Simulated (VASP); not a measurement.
# Ta2N (P1) in VASP: single point with LDA

Aim: the single point of Ta2N with LDA.

Program: VASP 6.6.1. These are calculated values, not measurements. Logs are shortened: lines on timing, memory, paths and dates and some standing lists are left out, and cuts for length are marked.

### Step 1. The cell of the first run

The typed cell holds 3 atoms: a = 3.113 Å, b = 3.113 Å, c = 4.870 Å, α = 90.00°, β = 90.00°, γ = 120.00°.

### Step 2. Single point, LDA

Input file INCAR:

```
SYSTEM = Ta2N
ALGO = Normal
EDIFF = 1E-6
ENCUT = 520
ISIF = 2
ISMEAR = 1
LASPH = .True.
LCHARG = .False.
LREAL = .False.
LWAVE = .False.
NBANDS = 20
NELM = 100
PREC = Accurate
SIGMA = 0.1
```

Input file KPOINTS:

```
k-points
0
Gamma
  8 8 5
  0 0 0
```

Input file POSCAR:

```
Ta2N
1.0
    3.1128615060      0.0000000000      0.0000000000
   -1.5564307530      2.6958171426      0.0000000000
    0.0000000000      0.0000000000      4.8698410000
Ta N
2 1
Direct
    0.3457420741      0.6707880781      0.2532173022
    0.6547764797      0.3295980228      0.7447399207
   -0.0067006668     -0.0049910655      0.0263910054
```

Potentials or basis: VASP PAW LDA potentials, release 64 (Ta_pv, N).

Started as:

```bash
$ cat potpaw_LDA.64/Ta_pv/POTCAR potpaw_LDA.64/N/POTCAR > POTCAR
$ mpirun -np 1 vasp_std > vasp.out
```

OUTCAR:

```text
SYSTEM = Ta2N
   EDIFF = 1E-6
   ENCUT = 520
   ISIF = 2
   ISMEAR = 1
   LASPH = .True.
   LREAL = .False.
   NELM = 100
   PREC = Accurate

 ion  position               nearest neighbor table
   1  0.346  0.671  0.253-   3 2.07   3 2.13   3 2.13   2 2.97   2 2.98   2 3.03   2 3.03   2 3.05
                             2 3.10
   2  0.655  0.330  0.745-   3 2.25   3 2.26   3 2.27   1 2.97   1 2.98   1 3.03   1 3.03   1 3.05
                             1 3.10
   3  0.993  0.995  0.026-   1 2.07   1 2.13   1 2.13   2 2.25   2 2.26   2 2.27

  LATTYP: Found a hexagonal cell.
 ALAT       =     3.1128615060
 C/A-ratio  =     1.5644258476

  Lattice vectors:

 A1 = (   3.1128615060,   0.0000000000,   0.0000000000)
 A2 = (  -1.5564307530,   2.6958171426,   0.0000000000)
 A3 = (   0.0000000000,   0.0000000000,   4.8698410000)

Analysis of symmetry for initial positions (statically):
=====================================================================
 Subroutine PRICEL returns:
 Original cell was already a primitive cell.

 Routine SETGRP: Setting up the symmetry group for a
 hexagonal supercell.

 Subroutine GETGRP returns: Found  1 space group operations
 (whereof  1 operations were pure point group operations)
 out of a pool of 24 trial point group operations.

The static configuration has the point symmetry C_1 .

Analysis of symmetry for dynamics (positions and initial velocities):
=====================================================================
 Subroutine PRICEL returns:
 Original cell was already a primitive cell.

 Routine SETGRP: Setting up the symmetry group for a
 hexagonal supercell.

 Subroutine GETGRP returns: Found  1 space group operations
 (whereof  1 operations were pure point group operations)
 out of a pool of 24 trial point group operations.

The dynamic configuration has the point symmetry C_1 .

 Subroutine INISYM returns: Found  1 space group operations
 (whereof  1 operations are pure point group operations),
 and found     1 'primitive' translations

----------------------------------------------------------------------------------------

                                     Primitive cell

  volume of cell :      40.8663

  direct lattice vectors                    reciprocal lattice vectors
     3.112861506  0.000000000  0.000000000     0.321247829  0.185472520  0.000000000
    -1.556430753  2.695817143  0.000000000     0.000000000  0.370945041  0.000000000
     0.000000000  0.000000000  4.869841000     0.000000000  0.000000000  0.205345513

  length of vectors
     3.112861506  3.112861506  4.869841000     0.370945041  0.370945041  0.205345513

  position of ions in fractional coordinates (direct lattice)
     0.345742074  0.670788078  0.253217302
     0.654776480  0.329598023  0.744739921
     0.993299333  0.995008934  0.026391005

  ion indices of the primitive-cell ions
   primitive index   ion index
                 1           1
                 2           2
                 3           3

----------------------------------------------------------------------------------------

 KPOINTS: k-points

Automatic generation of k-mesh.
 Grid dimensions read from file:
 generate k-points for:    8    8    5

 Generating k-lattice:

  Cartesian coordinates                     Fractional coordinates (reciprocal lattice)
     0.040155979  0.023184065  0.000000000     0.125000000  0.000000000  0.000000000
     0.000000000  0.046368130  0.000000000     0.000000000  0.125000000  0.000000000
     0.000000000  0.000000000  0.041069103     0.000000000  0.000000000  0.200000000

  Length of vectors
     0.046368130  0.046368130  0.041069103

  Shift w.r.t. Gamma in fractional coordinates (k-lattice)
     0.000000000  0.000000000  0.000000000

 Subroutine IBZKPT returns following result:
 ===========================================

 Found    162 irreducible k-points:

 Following reciprocal coordinates:
            Coordinates               Weight
  0.000000  0.000000  0.000000      1.000000
  0.125000  0.000000  0.000000      2.000000
  0.000000  0.125000  0.000000      2.000000
 -0.125000  0.125000  0.000000      2.000000
  0.250000  0.000000  0.000000      2.000000
  0.000000  0.250000  0.000000      2.000000
[... 16 lines left out ...]
  0.375000  0.125000  0.000000      2.000000
 -0.125000  0.500000  0.000000      2.000000
 [... further k-points ...]
   k-points           NKPTS =    162   k-points in BZ     NKDIM =    162   number of bands    NBANDS=     20
   number of dos      NEDOS =    301   number of ions     NIONS =      3
   total plane-waves  NPLWV =  20736
   dimension x,y,z NGX =    24 NGY =   24 NGZ =   36
   dimension x,y,z NGXF=    48 NGYF=   48 NGZF=   72
   ions per type =               2   1
   NGX,Y,Z   is equivalent  to a cutoff of  12.82, 12.82, 12.29 a.u.
   NGXF,Y,Z  is equivalent  to a cutoff of  25.63, 25.63, 24.58 a.u.
 SYSTEM =  Ta2N
   PREC   = accura    normal or accurate (medium, high low for compatibility)
   ISTART =      0    job   : 0-new  1-cont  2-samecut
   ICHARG =      2    charge: 1-file 2-atom 10-const
   ISPIN  =      1    spin polarized calculation?
   LNONCOLLINEAR =      F non collinear calculations
   LSORBIT =      F    spin-orbit coupling
   LASPH  =      T    aspherical Exc in radial PAW
   ENCUT  =  520.0 eV  38.22 Ry    6.18 a.u.   5.79  5.79  9.05*2*pi/ulx,y,z
   NELM   =    100;   NELMIN=  2; NELMDL= -5     # of ELM steps
   EDIFF  = 0.1E-05   stopping-criterion for ELM
   LREAL  =      F    real-space projection
   EDIFFG = 0.1E-04   stopping-criterion for IOM
   NSW    =      0    number of steps for IOM
   IBRION =     -1    ionic relax: 0-MD 1-quasi-New 2-CG
   NFREE  =      0    steps in history (QN), initial steepest desc. (CG)
   ISIF   =      2    stress and relaxation
   ISYM   =      2    0-nonsym 1-usesym 2-fastsym
   POTIM  = 0.5000    time-step for ionic-motion
   TEBEG  =    0.0;   TEEND  =   0.0 temperature during run
   PSTRESS=    0.0 pullay stress
   NELECT =      27.0000    total number of electrons
   NUPDOWN=      -1.0000    fix difference up-down
   EMIN   =  10.00;   EMAX   =-10.00  energy-range for DOS
   EFERMI =   0.00;   METHOD = LEGACY
   ISMEAR =     1;   SIGMA  =   0.10  broadening in eV -4-tet -1-fermi 0-gaus
   EFERMI_NEDOS =   21; number of points for ismear=-14 and -15
   IALGO  =     38    algorithm
   IMIX   =      4    mixing-type and parameters
     AMIX     =   0.40;   BMIX     =  1.00
     AMIX_MAG =   1.60;   BMIX_MAG =  1.00
  volume/ion in A,a.u.               =      13.62        91.93
  Fermi-wavevector in a.u.,A,eV,Ry     =   1.425852  2.694469 27.661374  2.033054
  Thomas-Fermi vector in A             =   2.546192
   LORBIT       =      0    0 simple, 1 ext, 2 COOP (PROOUT), +10 PAW based schemes
   GGA     = CA    functional components
   LHFCALC =     F    Hartree Fock is set to
   AEXX    =    0.0000 exact exchange contribution
   IVDW    =     0    specifies the selected vdW correction
   LEPSILON=     F    determine dielectric tensor
   LRPA    =     F    only Hartree local field effects (RPA)
 non-spin polarized calculation
 Methfessel and Paxton  Order N= 1 SIGMA  =   0.10
  energy-cutoff  :      520.00
  volume of cell :       40.87
 maximum number of plane-waves:      1116
   NGX = 11   NGY = 11   NGZ = 19

 number of electron      27.0000002 magnetization

 Free energy of the ion-electron system (eV)
  ---------------------------------------------------
  ext. energy  EPLUGINS =         0.00000000
  ---------------------------------------------------
  free energy    TOTEN  =       -37.43965130 eV

  energy without entropy =      -37.44046095  energy(sigma->0) =      -37.43992118

 E-fermi :   7.3020     XC(G=0): -13.0415

 val. band max:        7.2974142358   @ k =   0.1250   0.0000   0.0000
 cond. band min:       7.3159224337   @ k =   0.0000   0.1250   0.0000
 fundamental gap:      0.0185081979
 Fermi energy:         7.3020179511

 k-point     1 :       0.0000    0.0000    0.0000
  band No.  band energies     occupation
      1     -28.1583      2.00000
      2     -27.4432      2.00000
      3     -27.4297      2.00000
      4     -27.3180      2.00000
      5     -27.2920      2.00000
      6     -27.1804      2.00000
[... 12 lines left out ...]
     19       8.7150     -0.00000
     20      12.3834      0.00000

 k-point     2 :       0.1250    0.0000    0.0000
  band No.  band energies     occupation
      1     -28.1146      2.00000
      2     -27.5279      2.00000
      3     -27.4735      2.00000
      4     -27.4045      2.00000
      5     -27.3024      2.00000
      6     -27.1962      2.00000
[... 12 lines left out ...]
     19       9.8183      0.00000
     20      12.3659      0.00000

 k-point     3 :       0.0000    0.1250    0.0000
  band No.  band energies     occupation
      1     -28.1118      2.00000
      2     -27.5305      2.00000
      3     -27.4677      2.00000
      4     -27.3937      2.00000
      5     -27.3149      2.00000
      6     -27.1995      2.00000
[... 12 lines left out ...]
     19       9.8193      0.00000
     20      12.2392      0.00000

 k-point     4 :      -0.1250    0.1250    0.0000
  band No.  band energies     occupation
      1     -28.1112      2.00000
      2     -27.5329      2.00000
      3     -27.4655      2.00000
      4     -27.3895      2.00000
      5     -27.3188      2.00000
      6     -27.2003      2.00000
[... 12 lines left out ...]
     19       9.7780      0.00000
     20      12.2147      0.00000

 k-point     5 :       0.2500    0.0000    0.0000
  band No.  band energies     occupation
      1     -28.0006      2.00000
      2     -27.7621      2.00000
      3     -27.5998      2.00000
      4     -27.5429      2.00000
      5     -27.3308      2.00000
      6     -27.2454      2.00000
[... 12 lines left out ...]
     19      11.2812      0.00000
     20      12.3430      0.00000
[... 353 lines left out ...]
      6     -27.3110      2.00000
[... 12 lines left out ...]
     19      11.7609      0.00000
     20      12.6968      0.00000

 k-point    22 :       0.3750   -0.1250    0.0000
  band No.  band energies     occupation
      1     -27.9257      2.00000
      2     -27.8564      2.00000
      3     -27.7455      2.00000
      4     -27.5725      2.00000
      5     -27.3997      2.00000
      6     -27.3008      2.00000
[... 12 lines left out ...]
     19      11.6720      0.00000
     20      12.5523      0.00000

 k-point    23 :       0.3750    0.1250    0.0000
  band No.  band energies     occupation
      1     -28.0519      2.00000
      2     -27.8247      2.00000
      3     -27.7657      2.00000
      4     -27.6639      2.00000
      5     -27.4319      2.00000
      6     -27.3737      2.00000
[... 12 lines left out ...]
     19      11.9790      0.00000
     20      12.2577      0.00000

 k-point    24 :      -0.1250    0.5000    0.0000
  band No.  band energies     occupation
      1     -28.0306      2.00000
      2     -27.8270      2.00000
      3     -27.7170      2.00000
      4     -27.6656      2.00000
      5     -27.4440      2.00000
      6     -27.4239      2.00000
[... 12 lines left out ...]
     19      11.8750      0.00000
     20      12.2398      0.00000

 [... further k-points ...]
[... 5 lines left out ...]
  --------------------------------------------------------------------------------------
  -------------------------------------------------------------------------------------
  Total       -2.6232791     -2.7422239     -3.3540253      0.0743850     -0.1243104     -0.2869888
  in kB     -102.8466319   -107.5099065   -131.4958059      2.9162922     -4.8736337    -11.2515043
  external PRESSURE =    -113.9507815 kB  Pullay stress =       0.0000000 kB

 VOLUME and BASIS-vectors are now :
 -----------------------------------------------------------------------------
  energy-cutoff  :      520.00
  volume of cell :       40.87
      direct lattice vectors                 reciprocal lattice vectors
     3.112861506  0.000000000  0.000000000     0.321247829  0.185472520  0.000000000
    -1.556430753  2.695817143  0.000000000     0.000000000  0.370945041  0.000000000
     0.000000000  0.000000000  4.869841000     0.000000000  0.000000000  0.205345513

 POSITION                                       TOTAL-FORCE (eV/Angst)
 -----------------------------------------------------------------------------------
      0.03221      1.80832      1.23313        -0.422411     -0.214236      0.505763
      1.52523      0.88854      3.62677         0.132229     -0.004781      1.277106
      1.54334      2.68236      0.12852         0.290182      0.219017     -1.782869
 -----------------------------------------------------------------------------------
    total drift:                                0.000060      0.000050      0.000114

  FREE ENERGIE OF THE ION-ELECTRON SYSTEM (eV)
  ---------------------------------------------------
  free  energy   TOTEN  =       -37.4396512982 eV

  energy  without entropy=      -37.4404609484  energy(sigma->0) =      -37.43992118
```

Run time: 47 s. Hardware: 1 thread of Intel Xeon Platinum 8488C (Sapphire Rapids), shared host; peak memory 0.23 GiB.

Results:

```
Free energy   : -37.4397 eV
Pressure      : -11.4 GPa
Largest force : 1.820 eV/Å
```

Forces on the atoms (eV/Å):
```
Ta  -0.422 -0.214  0.506
Ta   0.132 -0.005  1.277
N    0.290  0.219 -1.783
```

Stress tensor (GPa, compression positive):
```
-10.28   0.29  -1.13
  0.29 -10.75  -0.49
 -1.13  -0.49 -13.15
```

Caveat: spin-orbit coupling is left out, which moves the levels of the heavy elements; forces of over 1 eV/Å act on the atoms, so gaps and moduli don't describe the material at rest.
